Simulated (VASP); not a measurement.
# InP (F-43m) in VASP: notebook

Aim: see how the results for InP move with the level of theory and the settings. Levels: PBE-based screened hybrid, PBE. Tasks: single point.

Everything below comes from runs of VASP 6.6.1. Logs are shortened: lines on timing, memory, paths and dates and some standing lists are left out, and cuts for length are marked.

## (1) The cell of the first run

The structure is cubic, space group F-43m (No. 216). The conventional cell has a = 5.908 Å, b = 5.908 Å, c = 5.908 Å, α = 90.00°, β = 90.00°, γ = 90.00°. Within 3.4 Å of In (site symmetry -43m) lie 4 P at 2.56 Å. P (site symmetry -43m) has 4 In at 2.56 Å within 3.4 Å.

## (2) Single point, PBE-based screened hybrid

Contents of POSCAR:

```
InP
1.0
    0.0000000000      2.9537876370      2.9537876370
    2.9537876370      0.0000000000      2.9537876370
    2.9537876370      2.9537876370      0.0000000000
In P
1 1
Direct
    0.0000000000      0.0000000000      0.0000000000
    0.2500000000      0.2500000000      0.2500000000
```

Contents of INCAR.step1:

```
SYSTEM = InP
  PREC = Accurate
  ENCUT = 520
  EDIFF = 1E-5
  ISMEAR = 0
  SIGMA = 0.01
  LREAL = .FALSE.
  LASPH = .TRUE.
  NELM = 60
  ALGO = Normal
  ISIF = 2
  LWAVE = .TRUE.
  NBANDS = 16
  GGA = PE
```

Contents of INCAR.step2:

```
SYSTEM = InP
  PREC = Accurate
  ENCUT = 520
  EDIFF = 1E-6
  ISMEAR = 0
  SIGMA = 0.01
  LREAL = .FALSE.
  LASPH = .TRUE.
  NELM = 60
  ALGO = Normal
  ISIF = 2
  LWAVE = .FALSE.
  LCHARG = .TRUE.
  GGA = PE
  LHFCALC = .TRUE.
  AEXX = 0.35
  HFSCREEN = 0.1
  PRECFOCK = Normal
  LELF = .TRUE.
  LVHAR = .TRUE.
  NBANDS = 16
  ISTART = 1
```

Contents of KPOINTS:

```
Automatic mesh
0
G
  4 4 4
  0 0 0
```

Potentials or basis: VASP PAW PBE potentials, release 64 (In_d, P).

The run is started by

```
> cat potpaw_PBE.64/In_d/POTCAR potpaw_PBE.64/P/POTCAR > POTCAR
> cp INCAR.step1 INCAR
> mpirun -np 1 vasp_std > vasp.out
> cp INCAR.step2 INCAR
> mpirun -np 1 vasp_std > vasp.out
```

OUTCAR:

```text
SYSTEM = InP
   PREC = Accurate
   ENCUT = 520
   EDIFF = 1E-6
   ISMEAR = 0
   LREAL = .FALSE.
   LASPH = .TRUE.
   NELM = 60
   ISIF = 2
   GGA = PE
   LHFCALC = .TRUE.
   AEXX = 0.35
   HFSCREEN = 0.1
   PRECFOCK = Normal
   ISTART = 1

 ion  position               nearest neighbor table
   1  0.000  0.000  0.000-   2 2.56   2 2.56   2 2.56   2 2.56
   2  0.250  0.250  0.250-   1 2.56   1 2.56   1 2.56   1 2.56

  LATTYP: Found a face centered cubic cell.
 ALAT       =     5.9075752740

  Lattice vectors:

 A1 = (   0.0000000000,   2.9537876370,   2.9537876370)
 A2 = (   2.9537876370,   0.0000000000,   2.9537876370)
 A3 = (   2.9537876370,   2.9537876370,   0.0000000000)

Analysis of symmetry for initial positions (statically):
=====================================================================
 Subroutine PRICEL returns:
 Original cell was already a primitive cell.

 Routine SETGRP: Setting up the symmetry group for a
 face centered cubic supercell.

 Subroutine GETGRP returns: Found 24 space group operations
 (whereof 24 operations were pure point group operations)
 out of a pool of 48 trial point group operations.

The static configuration has the point symmetry T_d .

Analysis of symmetry for dynamics (positions and initial velocities):
=====================================================================
 Subroutine PRICEL returns:
 Original cell was already a primitive cell.

 Routine SETGRP: Setting up the symmetry group for a
 face centered cubic supercell.

 Subroutine GETGRP returns: Found 24 space group operations
 (whereof 24 operations were pure point group operations)
 out of a pool of 48 trial point group operations.

The dynamic configuration has the point symmetry T_d .

 Subroutine INISYM returns: Found 24 space group operations
 (whereof 24 operations are pure point group operations),
 and found     1 'primitive' translations

----------------------------------------------------------------------------------------

                                     Primitive cell

  volume of cell :      51.5428

  direct lattice vectors                    reciprocal lattice vectors
     0.000000000  2.953787637  2.953787637    -0.169274187  0.169274187  0.169274187
     2.953787637  0.000000000  2.953787637     0.169274187 -0.169274187  0.169274187
     2.953787637  2.953787637  0.000000000     0.169274187  0.169274187 -0.169274187

  length of vectors
     4.177286537  4.177286537  4.177286537     0.293191492  0.293191492  0.293191492

  position of ions in fractional coordinates (direct lattice)
     0.000000000  0.000000000  0.000000000
     0.250000000  0.250000000  0.250000000

  ion indices of the primitive-cell ions
   primitive index   ion index
                 1           1
                 2           2

----------------------------------------------------------------------------------------

 KPOINTS: Automatic mesh

Automatic generation of k-mesh.
 Grid dimensions read from file:
 generate k-points for:    4    4    4

 Generating k-lattice:

  Cartesian coordinates                     Fractional coordinates (reciprocal lattice)
    -0.042318547  0.042318547  0.042318547     0.250000000  0.000000000  0.000000000
     0.042318547 -0.042318547  0.042318547     0.000000000  0.250000000  0.000000000
     0.042318547  0.042318547 -0.042318547     0.000000000  0.000000000  0.250000000

  Length of vectors
     0.073297873  0.073297873  0.073297873

  Shift w.r.t. Gamma in fractional coordinates (k-lattice)
     0.000000000  0.000000000  0.000000000

 Subroutine IBZKPT returns following result:
 ===========================================

 Found      8 irreducible k-points:

 Following reciprocal coordinates:
            Coordinates               Weight
  0.000000  0.000000  0.000000      1.000000
  0.250000  0.000000  0.000000      8.000000
  0.500000  0.000000  0.000000      4.000000
  0.250000  0.250000  0.000000      6.000000
  0.500000  0.250000  0.000000     24.000000
 -0.250000  0.250000  0.000000     12.000000
  0.500000  0.500000  0.000000      3.000000
 -0.250000  0.500000  0.250000      6.000000
   k-points           NKPTS =      8   k-points in BZ     NKDIM =     64   number of bands    NBANDS=     16
   number of dos      NEDOS =    301   number of ions     NIONS =      2
   total plane-waves  NPLWV =  32768
   dimension x,y,z NGX =    32 NGY =   32 NGZ =   32
   dimension x,y,z NGXF=    64 NGYF=   64 NGZF=   64
   ions per type =               1   1
   NGX,Y,Z   is equivalent  to a cutoff of  12.74, 12.74, 12.74 a.u.
   NGXF,Y,Z  is equivalent  to a cutoff of  25.47, 25.47, 25.47 a.u.
 SYSTEM =  InP
   PREC   = accura    normal or accurate (medium, high low for compatibility)
   ISTART =      1    job   : 0-new  1-cont  2-samecut
   ICHARG =      0    charge: 1-file 2-atom 10-const
   ISPIN  =      1    spin polarized calculation?
   LNONCOLLINEAR =      F non collinear calculations
   LSORBIT =      F    spin-orbit coupling
   LASPH  =      T    aspherical Exc in radial PAW
   ENCUT  =  520.0 eV  38.22 Ry    6.18 a.u.   7.77  7.77  7.77*2*pi/ulx,y,z
   NELM   =     60;   NELMIN=  2; NELMDL=  0     # of ELM steps
   EDIFF  = 0.1E-05   stopping-criterion for ELM
   LREAL  =      F    real-space projection
   EDIFFG = 0.1E-04   stopping-criterion for IOM
   NSW    =      0    number of steps for IOM
   IBRION =     -1    ionic relax: 0-MD 1-quasi-New 2-CG
   NFREE  =      0    steps in history (QN), initial steepest desc. (CG)
   ISIF   =      2    stress and relaxation
   ISYM   =      3    0-nonsym 1-usesym 2-fastsym
   POTIM  = 0.5000    time-step for ionic-motion
   TEBEG  =    0.0;   TEEND  =   0.0 temperature during run
   PSTRESS=    0.0 pullay stress
   NELECT =      18.0000    total number of electrons
   NUPDOWN=      -1.0000    fix difference up-down
   EMIN   =  10.00;   EMAX   =-10.00  energy-range for DOS
   EFERMI =   0.00;   METHOD = LEGACY
   ISMEAR =     0;   SIGMA  =   0.01  broadening in eV -4-tet -1-fermi 0-gaus
   EFERMI_NEDOS =   21; number of points for ismear=-14 and -15
   IALGO  =     38    algorithm
   IMIX   =      1    mixing-type and parameters
     AMIX     =   0.40;   BMIX     =  1.00
     AMIX_MAG =   1.60;   BMIX_MAG =  1.00
  volume/ion in A,a.u.               =      25.77       173.91
  Fermi-wavevector in a.u.,A,eV,Ry     =   1.152860  2.178589 18.083301  1.329085
  Thomas-Fermi vector in A             =   2.289508
   LORBIT       =      0    0 simple, 1 ext, 2 COOP (PROOUT), +10 PAW based schemes
   GGA     = PE    functional components
   LHFCALC =     T    Hartree Fock is set to
   PRECFOCK=normal    Normal, Fast or Accurate (Low or Medium for compatibility)
   ENCUT4O =  -1.0   cutoff for four orbital integrals eV
   NKREDX  =     1    reduce k-point grid by
   NKREDY  =     1    reduce k-point grid by
   NKREDZ  =     1    reduce k-point grid by
   AEXX    =    0.3500 exact exchange contribution
   HFSCREEN=    0.1000 screening length (either q_TF or 0.3 A-1)
   HFSCREENC=   0.1000 screening length for correlation (either q_TF or 0.3 A-1)
   ENCUTFOCK=  -1.0 apply spherical cutoff to Coloumb kernel
   IVDW    =     0    specifies the selected vdW correction
   LEPSILON=     F    determine dielectric tensor
   LRPA    =     F    only Hartree local field effects (RPA)
 non-spin polarized calculation
 Gauss-broadening in eV      SIGMA  =   0.01
  energy-cutoff  :      520.00
  volume of cell :       51.54
 maximum number of plane-waves:      1411
  NGX = 24; NGY = 24; NGZ = 24

 number of electron      18.0000009 magnetization

 Free energy of the ion-electron system (eV)
  ---------------------------------------------------
  ext. energy  EPLUGINS =         0.00000000
  ---------------------------------------------------
  free energy    TOTEN  =       -11.22824966 eV

  energy without entropy =      -11.22824966  energy(sigma->0) =      -11.22824966

 E-fermi :   4.1660     XC(G=0):  -6.7647

 val. band max:        4.0938607199   @ k =   0.0000   0.0000   0.0000
 cond. band min:       6.2967052222   @ k =   0.0000   0.0000   0.0000
 fundamental gap:      2.2028445023
 Fermi energy:         4.1660051045

 k-point     1 :       0.0000    0.0000    0.0000
  band No.  band energies     occupation
      1     -12.5005      2.00000
      2     -12.5005      2.00000
      3     -12.5005      2.00000
      4     -12.3464      2.00000
      5     -12.3464      2.00000
      6      -9.0041      2.00000
      7       4.0939      2.00000
      8       4.0939      2.00000
      9       4.0939      2.00000
     10       6.2967      0.00000
     11       9.8399      0.00000
     12       9.8399      0.00000
     13       9.8399      0.00000
     14      14.4688      0.00000
     15      15.4804      0.00000
     16      15.4804      0.00000

 k-point     2 :       0.2500    0.0000    0.0000
  band No.  band energies     occupation
      1     -12.5525      2.00000
      2     -12.4784      2.00000
      3     -12.4784      2.00000
      4     -12.3445      2.00000
      5     -12.3445      2.00000
      6      -8.2715      2.00000
      7       0.3496      2.00000
      8       3.4936      2.00000
      9       3.4936      2.00000
     10       7.4275      0.00000
     11      10.5956      0.00000
     12      10.5956      0.00000
     13      11.1436      0.00000
     14      14.5166      0.00000
     15      14.5166      0.00000
     16      14.9662      0.00000

 k-point     3 :       0.5000    0.0000    0.0000
  band No.  band energies     occupation
      1     -12.6015      2.00000
      2     -12.4627      2.00000
      3     -12.4627      2.00000
      4     -12.3358      2.00000
      5     -12.3358      2.00000
      6      -7.1477      2.00000
      7      -2.2703      2.00000
      8       3.0268      2.00000
      9       3.0268      2.00000
     10       7.1022      0.00000
     11      10.5794      0.00000
     12      10.5794      0.00000
     13      12.9562      0.00000
     14      15.5133      0.00000
     15      16.8639      0.00000
     16      16.8639      0.00000

 k-point     4 :       0.2500    0.2500    0.0000
  band No.  band energies     occupation
      1     -12.5904      2.00000
      2     -12.4525      2.00000
      3     -12.4525      2.00000
      4     -12.3672      2.00000
      5     -12.3315      2.00000
      6      -8.0268      2.00000
      7       0.4850      2.00000
      8       2.5626      2.00000
      9       2.5626      2.00000
     10       8.0789      0.00000
     11       8.8242      0.00000
     12      12.3397      0.00000
     13      12.3397      0.00000
     14      12.7326      0.00000
     15      16.1109      0.00000
     16      18.1574      0.00000

 k-point     5 :       0.5000    0.2500    0.0000
  band No.  band energies     occupation
      1     -12.6258      2.00000
      2     -12.4405      2.00000
      3     -12.4303      2.00000
      4     -12.3650      2.00000
      5     -12.3287      2.00000
      6      -6.8614      2.00000
      7      -1.7959      2.00000
      8       1.1566      2.00000
      9       2.1852      2.00000
     10       8.1485      0.00000
     11      10.2037      0.00000
     12      11.9894      0.00000
     13      12.6272      0.00000
     14      15.5555      0.00000
     15      17.0166      0.00000
     16      18.2233      0.00000

 k-point     6 :      -0.2500    0.2500    0.0000
  band No.  band energies     occupation
      1     -12.5988      2.00000
      2     -12.4553      2.00000
      3     -12.4506      2.00000
      4     -12.3480      2.00000
      5     -12.3426      2.00000
      6      -7.2793      2.00000
      7      -1.1696      2.00000
      8       1.0334      2.00000
      9       2.9797      2.00000
     10       8.7248      0.00000
     11      10.9029      0.00000
     12      11.3205      0.00000
     13      11.5531      0.00000
     14      13.9711      0.00000
     15      16.5097      0.00000
     16      18.1081      0.00000

 k-point     7 :       0.5000    0.5000    0.0000
  band No.  band energies     occupation
      1     -12.6662      2.00000
      2     -12.4023      2.00000
      3     -12.4023      2.00000
      4     -12.3926      2.00000
      5     -12.3164      2.00000
      6      -6.4361      2.00000
      7      -2.2754      2.00000
      8       1.5322      2.00000
      9       1.5322      2.00000
     10       7.2209      0.00000
     11       7.8745      0.00000
     12      15.3774      0.00000
     13      15.8946      0.00000
     14      15.8946      0.00000
     15      17.0650      0.00000
     16      18.0168      0.00000

 k-point     8 :      -0.2500    0.5000    0.2500
  band No.  band energies     occupation
      1     -12.6350      2.00000
      2     -12.4423      2.00000
      3     -12.4093      2.00000
      4     -12.3658      2.00000
      5     -12.3340      2.00000
      6      -6.3614      2.00000
      7      -2.0840      2.00000
      8       0.8467      2.00000
      9       0.9454      2.00000
     10       9.9178      0.00000
     11      10.3258      0.00000
     12      11.4224      0.00000
     13      11.9529      0.00000
     14      16.4391      0.00000
     15      17.6127      0.00000
     16      18.1423      0.00000

------------------------ aborting loop because EDIFF is reached ----------------------------------------

  FORCE on cell =-STRESS in cart. coord.  units (eV):
  Direction    XX          YY          ZZ          XY          YZ          ZX
  --------------------------------------------------------------------------------------
  -------------------------------------------------------------------------------------
  Total       -0.4180562     -0.4180562     -0.4180562     -0.0000000      0.0000000      0.0000000
  in kB      -12.9950345    -12.9950345    -12.9950345     -0.0000000      0.0000000      0.0000000
  external PRESSURE =     -12.9950345 kB  Pullay stress =       0.0000000 kB

 VOLUME and BASIS-vectors are now :
 -----------------------------------------------------------------------------
  energy-cutoff  :      520.00
  volume of cell :       51.54
      direct lattice vectors                 reciprocal lattice vectors
     0.000000000  2.953787637  2.953787637    -0.169274187  0.169274187  0.169274187
     2.953787637  0.000000000  2.953787637     0.169274187 -0.169274187  0.169274187
     2.953787637  2.953787637  0.000000000     0.169274187  0.169274187 -0.169274187

 POSITION                                       TOTAL-FORCE (eV/Angst)
 -----------------------------------------------------------------------------------
      0.00000      0.00000      0.00000        -0.000000     -0.000000     -0.000000
      1.47689      1.47689      1.47689         0.000000      0.000000      0.000000
 -----------------------------------------------------------------------------------
    total drift:                                0.000129      0.000132      0.000069

  FREE ENERGIE OF THE ION-ELECTRON SYSTEM (eV)
  ---------------------------------------------------
  free  energy   TOTEN  =       -11.2282496586 eV

  energy  without entropy=      -11.2282496586  energy(sigma->0) =      -11.22824966
```

Run time: 8.5 min. Hardware: 1 thread of Intel Xeon 8259CL, shared host; peak memory 0.28 GiB.

What came out:

- Free energy: -11.2282 eV
- Pressure: -1.3 GPa
- Band gap on the k mesh: 2.20 eV, direct

Caveat: the k points lie up to 0.46 Å⁻¹ apart; the PAW data sets were made with another functional, which shifts forces and pressure a little; spin-orbit coupling is left out, which moves the levels of the heavy elements.

## (3) Single point, PBE-based screened hybrid

POSCAR is that of step 2.

Contents of INCAR.step1:

```
SYSTEM = InP
  ALGO = Normal
  EDIFF = 1E-5
  ENCUT = 520
  GGA = PE
  ISIF = 2
  ISMEAR = 0
  LASPH = .True.
  LREAL = .False.
  LWAVE = .True.
  NBANDS = 16
  NELM = 100
  PREC = Accurate
  SIGMA = 0.01
```

Contents of INCAR.step2:

```
SYSTEM = InP
  AEXX = 0.2
  ALGO = Normal
  EDIFF = 1E-6
  ENCUT = 520
  GGA = PE
  HFSCREEN = 0.5
  ISIF = 2
  ISMEAR = 0
  ISTART = 1
  LASPH = .True.
  LCHARG = .True.
  LELF = .True.
  LHFCALC = .True.
  LREAL = .False.
  LVHAR = .True.
  LWAVE = .False.
  NBANDS = 16
  NELM = 100
  PREC = Accurate
  PRECFOCK = Normal
  SIGMA = 0.01
```

Contents of KPOINTS:

```
k-points
0
Gamma
  4 4 4
  0 0 0
```

Potentials or basis: VASP PAW PBE potentials, release 64 (In_d, P).

The run is started by

```
> cat potpaw_PBE.64/In_d/POTCAR potpaw_PBE.64/P/POTCAR > POTCAR
> cp INCAR.step1 INCAR
> mpirun -np 1 vasp_std > vasp.out
> cp INCAR.step2 INCAR
> mpirun -np 1 vasp_std > vasp.out
```

Run time: 11 min. Hardware: 1 thread of Intel Xeon 8259CL, shared host; peak memory 0.28 GiB.

It converged, with:

```
Free energy            : -8.9326 eV
Pressure               : 0.9 GPa
Band gap on the k mesh : 0.87 eV, direct
```

Levels at points of the mesh, in eV from the valence-band top:
```
           k point  band 7  band 8  band 9  band 10  band 11  band 12
(0.00, 0.00, 0.00)    0.00    0.00    0.00     0.87     4.37     4.37
(0.50, 0.00, 0.00)   -5.80   -0.97   -0.97     1.71     5.09     5.09
(0.50, 0.50, 0.00)   -5.84   -2.33   -2.33     1.98     2.51     9.56
```

Caveat: the k points lie up to 0.46 Å⁻¹ apart; the PAW data sets were made with another functional, which shifts forces and pressure a little; spin-orbit coupling is left out, which moves the levels of the heavy elements.

## (4) Single point, PBE

Contents of INCAR:

```
  PREC = Accurate
  ENCUT = 500
  EDIFF = 1E-6
  ISMEAR = 0
  SIGMA = 0.01
  LREAL = False
  LASPH = True
  NELM = 120
  ALGO = Normal
  ISIF = 2
  LWAVE = False
  LCHARG = False
  GGA = PE
  NBANDS = 16
  GGA_COMPAT = False
```

Contents of KPOINTS:

```
Automatic mesh
0
Gamma
  5 5 5
```

POSCAR is that of step 3.

The run is started by

```
> cat potpaw_PBE.64/In_d/POTCAR potpaw_PBE.64/P/POTCAR > POTCAR
> mpirun -np 1 vasp_std > vasp.out
```

It took 8.9 s on 1 thread of AMD EPYC 7R43 (Zen 3), shared host; peak memory 0.13 GiB.

Results (log left out):

```
Free energy            : -8.3662 eV
Pressure               : 1.6 GPa
Band gap on the k mesh : 0.58 eV, direct
```

Levels at points of the mesh, in eV from the valence-band top:
```tsv
k point	band 6	band 7	band 8	band 9	band 10	band 11	band 12	band 13
(0.00, 0.00, 0.00)	-11.36	0.00	0.00	0.00	0.58	4.08	4.08	4.08
```

Caveat: spin-orbit coupling is left out, which moves the levels of the heavy elements.

## (5) Summary

| level | k mesh | cutoff (eV) | grid for exact exchange (PRECFOCK) | share of exact exchange | screening parameter | gap on the mesh (eV) | pressure (GPa) |
| --- | --- | --- | --- | --- | --- | --- | --- |
| PBE-based screened hybrid | 4 × 4 × 4 | 520 | Normal | 0.35 | 0.1 1/Å | 2.20 | -1.3 |
| PBE-based screened hybrid | 4 × 4 × 4 | 520 | Normal | 0.2 | 0.5 1/Å | 0.87 | 0.9 |
| PBE | 5 × 5 × 5 | 500 | - | - | - | 0.58 | 1.6 |

Alike in all rows: task single point; potentials or basis VASP PAW PBE potentials, release 64 (In_d, P); no spin polarisation; cell as given; smearing gaussian 0.01 eV.

Caveats: some runs use coarse meshes; spin-orbit coupling is left out, which moves the levels of the heavy elements; the PAW data sets were made with another functional, which shifts forces and pressure a little (some runs).

Absolute energies hang on the potentials; compare differences alone.
